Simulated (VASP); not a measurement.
# AlFe in VASP: a series of runs, part 2 of 2

VASP 6.6.1.

### 3 Single point, PBE+D4, collinear spin, ferromagnetic start

This run uses another cell than the first one, of 11.53 Å³/atom, 0.936 times its volume.

File INCAR:

```
SYSTEM = AlFe
PREC = Accurate ; ENCUT = 520
EDIFF = 1E-7 ; ISMEAR = -1
SIGMA = 0.05 ; LREAL = .FALSE.
LASPH = .TRUE. ; NELM = 150
ALGO = Normal ; ISIF = 2
LWAVE = .FALSE. ; LCHARG = .FALSE.
ISPIN = 2 ; MAGMOM = 3 0
LORBIT = 11 ; LMAXMIX = 4
GGA = PE ; IVDW = 13
NBANDS = 16
```

File KPOINTS:

```
regular mesh
0
G
  9 9 9
  0 0 0
```

File POSCAR:

```
AlFe
1.0
    2.8460669581      0.0000000000      0.0000000000
    0.0000000000      2.8460669581      0.0000000000
    0.0000000000      0.0000000000      2.8460669581
Fe Al
1 1
Direct
    0.5000000000      0.5000000000      0.5000000000
    0.0000000000      0.0000000000      0.0000000000
```

Potentials or basis: VASP PAW PBE potentials, release 64 (Fe, Al).

Command:

```bash
cat potpaw_PBE.64/Fe/POTCAR potpaw_PBE.64/Al/POTCAR > POTCAR
mpirun -np 1 vasp_std > vasp.out
```

OUTCAR:

```text
SYSTEM = AlFe
   PREC = Accurate
   ENCUT = 520
   EDIFF = 1E-7
   ISMEAR = -1
   LREAL = .FALSE.
   LASPH = .TRUE.
   NELM = 150
   ISIF = 2
   ISPIN = 2
   LORBIT = 11
   GGA = PE
   IVDW = 13

 ion  position               nearest neighbor table
   1  0.500  0.500  0.500-   2 2.46   2 2.46   2 2.46   2 2.46   2 2.46   2 2.46   2 2.46   2 2.46

   2  0.000  0.000  0.000-   1 2.46   1 2.46   1 2.46   1 2.46   1 2.46   1 2.46   1 2.46   1 2.46

  LATTYP: Found a simple cubic cell.
 ALAT       =     2.8460669581

  Lattice vectors:

 A1 = (   2.8460669581,   0.0000000000,   0.0000000000)
[... 1131 lines left out ...]

 VOLUME and BASIS-vectors are now :
 -----------------------------------------------------------------------------
  energy-cutoff  :      520.00
  volume of cell :       23.05
      direct lattice vectors                 reciprocal lattice vectors
     2.846066958  0.000000000  0.000000000     0.351362078  0.000000000  0.000000000
     0.000000000  2.846066958  0.000000000     0.000000000  0.351362078  0.000000000
     0.000000000  0.000000000  2.846066958     0.000000000  0.000000000  0.351362078

 POSITION                                       TOTAL-FORCE (eV/Angst)
 -----------------------------------------------------------------------------------
      1.42303      1.42303      1.42303         0.000000      0.000000      0.000000
      0.00000      0.00000      0.00000         0.000000      0.000000      0.000000
 -----------------------------------------------------------------------------------
    total drift:                                0.000000     -0.000000     -0.000000

  FREE ENERGIE OF THE ION-ELECTRON SYSTEM (eV)
  ---------------------------------------------------
  free  energy   TOTEN  =       -13.4750368028 eV

  energy  without entropy=      -13.4577962870  energy(sigma->0) =      -13.46641654

 total charge

# of ion       s       p       d       tot
------------------------------------------
    1        0.443   0.525   6.511   7.480
    2        0.404   0.450   0.000   0.854
--------------------------------------------------
tot          0.847   0.975   6.511   8.334

 magnetization (x)

# of ion       s       p       d       tot
------------------------------------------
    1       -0.001   0.004   0.637   0.640
    2       -0.007  -0.014   0.000  -0.021
--------------------------------------------------
tot         -0.008  -0.011   0.637   0.619
```

OSZICAR:

```text
N       E                     dE             d eps       ncg     rms          rms(c)
DAV:   1     0.312190620028E+02    0.31219E+02   -0.45768E+03  2264   0.711E+02
DAV:   2    -0.125742497505E+02   -0.43793E+02   -0.39140E+02  2608   0.142E+02
DAV:   3    -0.140419778096E+02   -0.14677E+01   -0.14541E+01  2808   0.276E+01
DAV:   4    -0.140622721677E+02   -0.20294E-01   -0.20290E-01  2720   0.290E+00
DAV:   5    -0.140629083634E+02   -0.63620E-03   -0.63618E-03  2992   0.559E-01    0.156E+01
DAV:   6    -0.157000673533E+02   -0.16372E+01   -0.41223E+01  2648   0.715E+01    0.162E+01
DAV:   7    -0.127038911995E+02    0.29962E+01   -0.23911E+01  2752   0.458E+01    0.286E+00
DAV:   8    -0.126640132888E+02    0.39878E-01   -0.17862E-01  3008   0.352E+00    0.154E+00
DAV:   9    -0.126511468240E+02    0.12866E-01   -0.23696E-02  2976   0.147E+00    0.859E-01
DAV:  10    -0.126490908427E+02    0.20560E-02   -0.11844E-03  2872   0.210E-01    0.204E-01
DAV:  11    -0.126491337501E+02   -0.42907E-04   -0.15983E-04  2936   0.117E-01    0.115E-01
DAV:  12    -0.126491445117E+02   -0.10762E-04   -0.48044E-05  2888   0.518E-02    0.529E-02
DAV:  13    -0.126491327318E+02    0.11780E-04   -0.40220E-06  3136   0.214E-02    0.150E-02
DAV:  14    -0.126491345857E+02   -0.18539E-05   -0.21350E-06  2944   0.970E-03    0.880E-03
DAV:  15    -0.126491346557E+02   -0.70032E-07   -0.70647E-07  2240   0.808E-03
   1 F= -.13475037E+02 E0= -.13466417E+02  d E =-.172405E-01  mag=     0.6006
```

Run time: 11 s. Hardware: 1 thread of Intel Xeon 6975P-C (Granite Rapids), shared host; peak memory 0.16 GiB.

Results:

| Property | Result |
| --- | --- |
| Free energy | -13.4750 eV |
| Pressure | -0.1 GPa |
| Net moment | 0.60 μB per cell |
| Site moments | Fe +0.64; Al -0.02 μB |
| Valence electrons inside the program's atomic spheres | Fe 7.48; Al 0.85 |
| Dispersion energy per atom | -0.413 eV |

Levels at points of the mesh, in eV from the Fermi level:
Spin up:
```
           k point  band 2  band 3  band 4  band 5  band 6  band 7  band 8  band 9  band 10  band 11
(0.00, 0.00, 0.00)   -2.53   -2.53   -0.30   -0.30   -0.30    6.58    6.58    6.58     9.53     9.53
```
Spin down:
```
           k point  band 1  band 2  band 3  band 4  band 5  band 6  band 7  band 8  band 9  band 10
(0.00, 0.00, 0.00)  -10.54   -2.25   -2.25    0.45    0.45    0.45    6.61    6.61    6.61     9.57
```

Caveat: pairwise dispersion overbinds metals, which lowers pressure and volume.

### 4 Single point, PBE, collinear spin, ferromagnetic start

File INCAR:

```
SYSTEM = AlFe
PREC = Accurate
ENCUT = 520
EDIFF = 1E-6
ISMEAR = 0
SIGMA = 0.016
LREAL = .FALSE.
LASPH = .TRUE.
NELM = 150
ALGO = Normal
ISIF = 2
LWAVE = .FALSE.
LCHARG = .FALSE.
ISPIN = 2
MAGMOM = 3 0
LORBIT = 11
LMAXMIX = 4
GGA = PE
NBANDS = 16
```

KPOINTS is that of step 3.

File POSCAR:

```
AlFe
1.0
    2.9100000000      0.0000000000      0.0000000000
    0.0000000000      2.9100000000      0.0000000000
    0.0000000000      0.0000000000      2.9100000000
Fe Al
1 1
Direct
    0.5000000000      0.5000000000      0.5000000000
    0.0000000000      0.0000000000      0.0000000000
```

Command:

```bash
cat potpaw_PBE.64/Fe/POTCAR potpaw_PBE.64/Al/POTCAR > POTCAR
mpirun -np 1 vasp_std > vasp.out
```

It took 9.6 s on 1 thread of Intel Xeon 6975P-C (Granite Rapids), shared host; peak memory 0.16 GiB.

It converged, with:

* Free energy: -12.6314 eV
* Pressure: -6.3 GPa
* Net moment: 0.61 μB per cell
* Site moments: Fe +0.66; Al -0.02 μB
* Valence electrons inside the program's atomic spheres: Fe 7.34; Al 0.81

Levels at points of the mesh, in eV from the Fermi level:
Spin up:
```
           k point  band 4  band 5  band 6  band 7  band 8  band 9
(0.00, 0.00, 0.00)   -0.33   -0.33   -0.33    6.19    6.19    6.19
```
Spin down:
| k point | band 1 | band 2 | band 3 | band 4 | band 5 | band 6 | band 7 | band 8 | band 9 | band 10 |
| --- | --- | --- | --- | --- | --- | --- | --- | --- | --- | --- |
| (0.00, 0.00, 0.00) | -10.17 | -2.02 | -2.02 | 0.45 | 0.45 | 0.45 | 6.20 | 6.20 | 6.20 | 9.21 |

### 5 Single point, PBE, collinear spin, ferromagnetic start

File INCAR:

```
SYSTEM = AlFe
PREC     = Accurate       ! precision mode
ENCUT    = 520            ! plane-wave cutoff, eV
EDIFF    = 1E-6           ! SCF threshold, eV
ISMEAR   = 0              ! smearing method
SIGMA    = 0.017          ! smearing width, eV
LREAL    = .FALSE.        ! projectors in reciprocal space
LASPH    = .TRUE.         ! aspherical terms in the spheres
NELM     = 150            ! most SCF steps
ALGO     = Normal         ! electronic algorithm
ISIF     = 2              ! what is computed and relaxed
LWAVE    = .FALSE.        ! write WAVECAR
LCHARG   = .FALSE.        ! write CHGCAR
ISPIN    = 2              ! spin polarisation
MAGMOM   = 3 0            ! initial moments
LORBIT   = 11             ! projections on sites
LMAXMIX  = 4              ! l up to which the mixer works
GGA      = PE             ! functional
NBANDS   = 16             ! bands
```

KPOINTS is that of step 4.

POSCAR is that of step 4.

Command:

```bash
cat potpaw_PBE.64/Fe/POTCAR potpaw_PBE.64/Al/POTCAR > POTCAR
mpirun -np 1 vasp_std > vasp.out
```

It took 9.7 s on 1 thread of Intel Xeon 6975P-C (Granite Rapids), shared host; peak memory 0.15 GiB.

The run converged. Its results:

```yaml
Free_energy: -12.6315 eV
Pressure: -6.3 GPa
Net_moment: 0.61 μB per cell
Site_moments: Fe +0.66; Al -0.02 μB
Valence_electrons_inside_the_program's_atomic_spheres: Fe 7.34; Al 0.81
```

Levels at points of the mesh, in eV from the Fermi level:
Spin up:
```
           k point  band 2  band 3  band 4  band 5  band 6  band 7  band 8  band 9  band 10  band 11
(0.00, 0.00, 0.00)   -2.31   -2.31   -0.33   -0.33   -0.33    6.19    6.19    6.19     9.18     9.18
```
Spin down:
```tsv
k point	band 3	band 4	band 5	band 6	band 7	band 8
(0.00, 0.00, 0.00)	-2.02	0.44	0.44	0.44	6.20	6.20
```

### 6 The runs side by side

| level | cell | k mesh | smearing | gap on the mesh (eV) | pressure (GPa) | moment (μB) |
| --- | --- | --- | --- | --- | --- | --- |
| PBEsol | a = 2.910 Å, 2 atoms | 7 × 7 × 7 | fermi-dirac 0.05 eV | none | -10.6 | 0.76 |
| PBE+D4 | a = 2.846 Å, 2 atoms | 9 × 9 × 9 | fermi-dirac 0.05 eV | none | -0.1 | 0.60 |
| PBE | a = 2.910 Å, 2 atoms | 9 × 9 × 9 | gaussian 0.016 eV | none | -6.3 | 0.61 |
| PBE | a = 2.910 Å, 2 atoms | 9 × 9 × 9 | gaussian 0.017 eV | none | -6.3 | 0.61 |

Some of these runs hold the atoms at other places in the same cell, which the table doesn't show; runs alike in all that it shows share one row.

Alike in all rows: task single point; potentials or basis VASP PAW PBE potentials, release 64 (Fe, Al); spin collinear, ferromagnetic start; cutoff (eV) 520.

Every run on the cell as given and a fine mesh finds a metal. The pressure there spans -10.6 GPa (PBEsol) to -6.3 GPa (PBE); a positive pressure means that this level wants a larger cell, a negative one a smaller.

Caveats: the PAW data sets were made with another functional, which shifts forces and pressure a little (some runs); pairwise dispersion overbinds metals, which lowers pressure and volume (some runs).

Total energies depend on the potentials used, so only differences within one code and one set of settings carry meaning.
